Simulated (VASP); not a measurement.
# Te2S3 (R-3m) in VASP: further runs

Runs on Te2S3. Level: r2SCAN. Tasks: single point.

Everything below comes from runs of VASP 6.6.1. Logs are shortened: lines on timing, memory, paths and dates and some standing lists are left out, and cuts for length are marked.

**1. The cell of the first run**

It takes space group R-3m (No. 166, trigonal). The conventional cell has a = 4.194 Å, b = 4.194 Å, c = 24.554 Å, α = 90.00°, β = 90.00°, γ = 120.00°. Within 3.5 Å of Te (site symmetry 3m) lie 6 S at 2.68 to 2.90 Å. S (site symmetry -3m) has 6 Te at 2.90 Å and 6 S at 3.66 Å within 3.8 Å. Within 3.5 Å of S (site symmetry 3m) lie 3 Te at 2.68 Å.

**2. Single point, r2SCAN**

Contents of POSCAR:

```
Te2S3
1.0
    2.0969864285      1.2106956790      8.1847938251
   -2.0969864285      1.2106956790      8.1847938251
    0.0000000000     -2.4213913580      8.1847938251
Te S
2 3
Direct
    0.3981853159      0.3981853159      0.3981853159
    0.6018146841      0.6018146841      0.6018146841
    0.0000000000      0.0000000000      0.0000000000
    0.2213047711      0.2213047711      0.2213047711
    0.7786952289      0.7786952289      0.7786952289
```

Contents of INCAR.step1:

```
ALGO = Normal ; EDIFF = 1E-4
ENCUT = 520 ; GGA = PE
ISMEAR = 0 ; LASPH = T
LCHARG = F ; LREAL = F
LWAVE = T ; NBANDS = 23
NELM = 80 ; PREC = Accurate
SIGMA = 0.1
```

Contents of INCAR.step2:

```
ALGO = Normal ; EDIFF = 1E-6
ENCUT = 520 ; ISIF = 2
ISMEAR = 0 ; ISTART = 1
LASPH = T ; LCHARG = F
LMIXTAU = T ; LREAL = F
LWAVE = F ; METAGGA = R2SCAN
NBANDS = 23 ; NELM = 80
PREC = Accurate ; SIGMA = 0.1
```

Contents of KPOINTS:

```
k-points
0
Gamma
  6 6 6
```

Potentials or basis: VASP PAW PBE potentials, release 64 (Te, S).

Run with:

```sh
> cat potpaw_PBE.64/Te/POTCAR potpaw_PBE.64/S/POTCAR > POTCAR
> cp INCAR.step1 INCAR
> mpirun -np 1 vasp_std > vasp.out
> cp INCAR.step2 INCAR
> mpirun -np 1 vasp_std > vasp.out
```

OUTCAR:

```text
EDIFF = 1E-6
   ENCUT = 520
   ISIF = 2
   ISMEAR = 0
   ISTART = 1
   LASPH = T
   LREAL = F
   METAGGA = R2SCAN
   NELM = 80
   PREC = Accurate

 ion  position               nearest neighbor table
   1  0.398  0.398  0.398-   5 2.68   5 2.68   5 2.68   3 2.90   3 2.90   3 2.90
   2  0.602  0.602  0.602-   4 2.68   4 2.68   4 2.68   3 2.90   3 2.90   3 2.90
   3  0.000  0.000  0.000-   2 2.90   2 2.90   1 2.90   1 2.90   2 2.90   1 2.90
   4  0.221  0.221  0.221-   2 2.68   2 2.68   2 2.68
   5  0.779  0.779  0.779-   1 2.68   1 2.68   1 2.68

  LATTYP: Found a trigonal (rhomboedric) cell.
 ALAT       =     8.5354546492
 COS(alpha) =     0.8792831438

  Lattice vectors:

 A1 = (   2.0969864285,   1.2106956790,   8.1847938251)
 A2 = (  -2.0969864285,   1.2106956790,   8.1847938251)
 A3 = (   0.0000000000,  -2.4213913580,   8.1847938251)

Analysis of symmetry for initial positions (statically):
=====================================================================
 Subroutine PRICEL returns:
 Original cell was already a primitive cell.

 Routine SETGRP: Setting up the symmetry group for a
 trigonal (rhombohedral) supercell.

 Subroutine GETGRP returns: Found 12 space group operations
 (whereof 12 operations were pure point group operations)
 out of a pool of 12 trial point group operations.

The static configuration has the point symmetry D_3d.

Analysis of symmetry for dynamics (positions and initial velocities):
=====================================================================
 Subroutine PRICEL returns:
 Original cell was already a primitive cell.

 Routine SETGRP: Setting up the symmetry group for a
 trigonal (rhombohedral) supercell.

 Subroutine GETGRP returns: Found 12 space group operations
 (whereof 12 operations were pure point group operations)
 out of a pool of 12 trial point group operations.

The dynamic configuration has the point symmetry D_3d.

 Subroutine INISYM returns: Found 12 space group operations
 (whereof 12 operations are pure point group operations),
 and found     1 'primitive' translations

----------------------------------------------------------------------------------------

                                     Primitive cell

  volume of cell :     124.6779

  direct lattice vectors                    reciprocal lattice vectors
     2.096986429  1.210695679  8.184793825     0.238437404  0.137661899  0.040725929
    -2.096986429  1.210695679  8.184793825    -0.238437404  0.137661899  0.040725929
     0.000000000 -2.421391358  8.184793825     0.000000000 -0.275323799  0.040725929

  length of vectors
     8.535454649  8.535454649  8.535454649     0.278319592  0.278319592  0.278319592

  position of ions in fractional coordinates (direct lattice)
     0.398185316  0.398185316  0.398185316
     0.601814684  0.601814684  0.601814684
     0.000000000  0.000000000  0.000000000
     0.221304771  0.221304771  0.221304771
     0.778695229  0.778695229  0.778695229

  ion indices of the primitive-cell ions
   primitive index   ion index
                 1           1
                 2           2
                 3           3
                 4           4
                 5           5

----------------------------------------------------------------------------------------

 KPOINTS: k-points

Automatic generation of k-mesh.
 Grid dimensions read from file:
 generate k-points for:    6    6    6

 Generating k-lattice:

  Cartesian coordinates                     Fractional coordinates (reciprocal lattice)
     0.039739567  0.022943650  0.006787655     0.166666667 -0.000000000  0.000000000
    -0.039739567  0.022943650  0.006787655    -0.000000000  0.166666667  0.000000000
     0.000000000 -0.045887300  0.006787655     0.000000000  0.000000000  0.166666667

  Length of vectors
     0.046386599  0.046386599  0.046386599

  Shift w.r.t. Gamma in fractional coordinates (k-lattice)
     0.000000000  0.000000000  0.000000000

 Subroutine IBZKPT returns following result:
 ===========================================

 Found     32 irreducible k-points:

 Following reciprocal coordinates:
            Coordinates               Weight
  0.000000  0.000000  0.000000      1.000000
  0.166667 -0.000000 -0.000000      6.000000
  0.333333 -0.000000 -0.000000      6.000000
  0.500000  0.000000  0.000000      3.000000
  0.166667  0.166667 -0.000000      6.000000
  0.333333  0.166667  0.000000     12.000000
[... 16 lines left out ...]
  0.500000  0.500000  0.166667      6.000000
 -0.333333  0.500000  0.166667     12.000000
 [... further k-points ...]
   k-points           NKPTS =     32   k-points in BZ     NKDIM =     32   number of bands    NBANDS=     23
   number of dos      NEDOS =    301   number of ions     NIONS =      5
   total plane-waves  NPLWV = 262144
   dimension x,y,z NGX =    64 NGY =   64 NGZ =   64
   dimension x,y,z NGXF=   128 NGYF=  128 NGZF=  128
   ions per type =               2   3
   NGX,Y,Z   is equivalent  to a cutoff of  12.47, 12.47, 12.47 a.u.
   NGXF,Y,Z  is equivalent  to a cutoff of  24.93, 24.93, 24.93 a.u.
 SYSTEM =  unknown system
   PREC   = accura    normal or accurate (medium, high low for compatibility)
   ISTART =      1    job   : 0-new  1-cont  2-samecut
   ICHARG =      0    charge: 1-file 2-atom 10-const
   ISPIN  =      1    spin polarized calculation?
   LNONCOLLINEAR =      F non collinear calculations
   LSORBIT =      F    spin-orbit coupling
   LASPH  =      T    aspherical Exc in radial PAW
   ENCUT  =  520.0 eV  38.22 Ry    6.18 a.u.  15.87 15.87 15.87*2*pi/ulx,y,z
   NELM   =     80;   NELMIN=  2; NELMDL=  0     # of ELM steps
   EDIFF  = 0.1E-05   stopping-criterion for ELM
   LREAL  =      F    real-space projection
   EDIFFG = 0.1E-04   stopping-criterion for IOM
   NSW    =      0    number of steps for IOM
   IBRION =     -1    ionic relax: 0-MD 1-quasi-New 2-CG
   NFREE  =      0    steps in history (QN), initial steepest desc. (CG)
   ISIF   =      2    stress and relaxation
   ISYM   =      2    0-nonsym 1-usesym 2-fastsym
   POTIM  = 0.5000    time-step for ionic-motion
   TEBEG  =    0.0;   TEEND  =   0.0 temperature during run
   PSTRESS=    0.0 pullay stress
   NELECT =      30.0000    total number of electrons
   NUPDOWN=      -1.0000    fix difference up-down
   EMIN   =  10.00;   EMAX   =-10.00  energy-range for DOS
   EFERMI =   0.00;   METHOD = LEGACY
   ISMEAR =     0;   SIGMA  =   0.10  broadening in eV -4-tet -1-fermi 0-gaus
   EFERMI_NEDOS =   21; number of points for ismear=-14 and -15
   IALGO  =     38    algorithm
   IMIX   =      4    mixing-type and parameters
     AMIX     =   0.40;   BMIX     =  1.00
     AMIX_MAG =   1.60;   BMIX_MAG =  1.00
  volume/ion in A,a.u.               =      24.94       168.27
  Fermi-wavevector in a.u.,A,eV,Ry     =   1.018244  1.924203 14.106816  1.036822
  Thomas-Fermi vector in A             =   2.151691
   LORBIT       =      0    0 simple, 1 ext, 2 COOP (PROOUT), +10 PAW based schemes
   METAGGA = R2SCAN    functional components
   LHFCALC =     F    Hartree Fock is set to
   AEXX    =    0.0000 exact exchange contribution
   IVDW    =     0    specifies the selected vdW correction
   LEPSILON=     F    determine dielectric tensor
   LRPA    =     F    only Hartree local field effects (RPA)
 non-spin polarized calculation
 Gauss-broadening in eV      SIGMA  =   0.10
  energy-cutoff  :      520.00
  volume of cell :      124.68
 maximum number of plane-waves:      3372
   NGX = 31   NGY = 31   NGZ = 31

 number of electron      29.9999998 magnetization

 Free energy of the ion-electron system (eV)
  ---------------------------------------------------
  ext. energy  EPLUGINS =         0.00000000
  ---------------------------------------------------
  free energy    TOTEN  =       -73.50261812 eV

  energy without entropy =      -73.49105967  energy(sigma->0) =      -73.49683890

 E-fermi :   5.8891     XC(G=0):  -9.9366

 val. band max:        5.8816066997   @ k =   0.5000   0.3333  -0.0000
 cond. band min:       5.9100032668   @ k =   0.1667   0.1667   0.1667
 fundamental gap:      0.0283965671
 Fermi energy:         5.8891445372

 k-point     1 :       0.0000    0.0000    0.0000
  band No.  band energies     occupation
      1     -10.3182      2.00000
      2      -9.3138      2.00000
      3      -7.8088      2.00000
      4      -4.1122      2.00000
      5      -3.1602      2.00000
      6       1.6416      2.00000
[... 15 lines left out ...]
     22      11.6714      0.00000
     23      12.3416      0.00000

 k-point     2 :       0.1667   -0.0000   -0.0000
  band No.  band energies     occupation
      1     -10.0519      2.00000
      2      -9.0948      2.00000
      3      -7.7181      2.00000
      4      -4.5445      2.00000
      5      -3.8531      2.00000
      6       0.6231      2.00000
[... 15 lines left out ...]
     22      11.5465      0.00000
     23      12.0158      0.00000

 k-point     3 :       0.3333   -0.0000   -0.0000
  band No.  band energies     occupation
      1      -9.2845      2.00000
      2      -8.5237      2.00000
      3      -7.6110      2.00000
      4      -5.7299      2.00000
      5      -5.0429      2.00000
      6      -0.6112      2.00000
[... 15 lines left out ...]
     22      11.8090      0.00000
     23      13.0916      0.00000

 k-point     4 :       0.5000    0.0000    0.0000
  band No.  band energies     occupation
      1      -8.2046      2.00000
      2      -8.1908      2.00000
      3      -8.0955      2.00000
      4      -6.3653      2.00000
      5      -5.7380      2.00000
      6      -1.0609      2.00000
[... 15 lines left out ...]
     22      12.5139      0.00000
     23      12.8624      0.00000

 k-point     5 :       0.1667    0.1667   -0.0000
  band No.  band energies     occupation
      1     -10.0455      2.00000
      2      -9.1123      2.00000
      3      -7.7028      2.00000
      4      -4.5323      2.00000
      5      -3.8738      2.00000
      6       0.4883      2.00000
[... 434 lines left out ...]
 k-point    22 :      -0.1667    0.3333    0.1667
  band No.  band energies     occupation
      1      -8.6003      2.00000
      2      -8.0331      2.00000
      3      -7.7150      2.00000
      4      -6.3349      2.00000
      5      -5.9347      2.00000
      6      -0.8353      2.00000
[... 15 lines left out ...]
     22      11.7752      0.00000
     23      13.1005      0.00000

 k-point    23 :       0.5000    0.5000    0.1667
  band No.  band energies     occupation
      1      -9.2296      2.00000
      2      -8.6369      2.00000
      3      -7.5650      2.00000
      4      -5.6294      2.00000
      5      -5.1278      2.00000
      6      -0.5377      2.00000
[... 15 lines left out ...]
     22      12.2160      0.00000
     23      13.0740      0.00000

 k-point    24 :      -0.3333    0.5000    0.1667
  band No.  band energies     occupation
      1      -8.5453      2.00000
      2      -8.1404      2.00000
      3      -7.6825      2.00000
      4      -6.2875      2.00000
      5      -5.9645      2.00000
      6      -0.6101      2.00000
[... 15 lines left out ...]
     22      11.9678      0.00000
     23      12.5643      0.00000

 [... further k-points ...]
[... 5 lines left out ...]
  --------------------------------------------------------------------------------------
  -------------------------------------------------------------------------------------
  Total       -0.1590547     -0.1590547     -0.1349934      0.0000000      0.0000000      0.0000000
  in kB       -2.0439363     -2.0439363     -1.7347364      0.0000000      0.0000000      0.0000000
  external PRESSURE =      -1.9408697 kB  Pullay stress =       0.0000000 kB

 VOLUME and BASIS-vectors are now :
 -----------------------------------------------------------------------------
  energy-cutoff  :      520.00
  volume of cell :      124.68
      direct lattice vectors                 reciprocal lattice vectors
     2.096986429  1.210695679  8.184793825     0.238437404  0.137661899  0.040725929
    -2.096986429  1.210695679  8.184793825    -0.238437404  0.137661899  0.040725929
     0.000000000 -2.421391358  8.184793825     0.000000000 -0.275323799  0.040725929

 POSITION                                       TOTAL-FORCE (eV/Angst)
 -----------------------------------------------------------------------------------
      0.00000      0.00000      9.77719         0.000000     -0.000000     -0.031051
      0.00000      0.00000     14.77719         0.000000     -0.000000      0.031051
      0.00000      0.00000      0.00000        -0.000000     -0.000000      0.000000
      0.00000      0.00000      5.43400         0.000000      0.000000      0.037435
      0.00000      0.00000     19.12038         0.000000     -0.000000     -0.037435
 -----------------------------------------------------------------------------------
    total drift:                                0.000000     -0.000000      0.000000

  FREE ENERGIE OF THE ION-ELECTRON SYSTEM (eV)
  ---------------------------------------------------
  free  energy   TOTEN  =       -73.5026181230 eV

  energy  without entropy=      -73.4910596680  energy(sigma->0) =      -73.49683890
```

It took 16 min on 1 thread of Intel Xeon Platinum 8259CL at 2.50GHz (Skylake/Cascade Lake), shared host; peak memory 0.65 GiB.

What came out:

| Quantity | Value |
| --- | --- |
| Free energy | -73.5026 eV |
| Pressure | -0.2 GPa |
| Largest force | 0.037 eV/Å |
| Band gap on the k mesh | zero (band 15 reaches 6.89 eV, above the bottom of band 16 at 5.18 eV) |

Forces on the atoms (eV/Å):
```
Te   0.000  0.000 -0.031
Te   0.000  0.000  0.031
S    0.000  0.000  0.000
S    0.000  0.000  0.037
S    0.000  0.000 -0.037
```

Caveat: the PAW data sets were made with another functional, which shifts forces and pressure a little; spin-orbit coupling is left out, which moves the levels of the heavy elements.

(Part 1 of 2 ends here.)
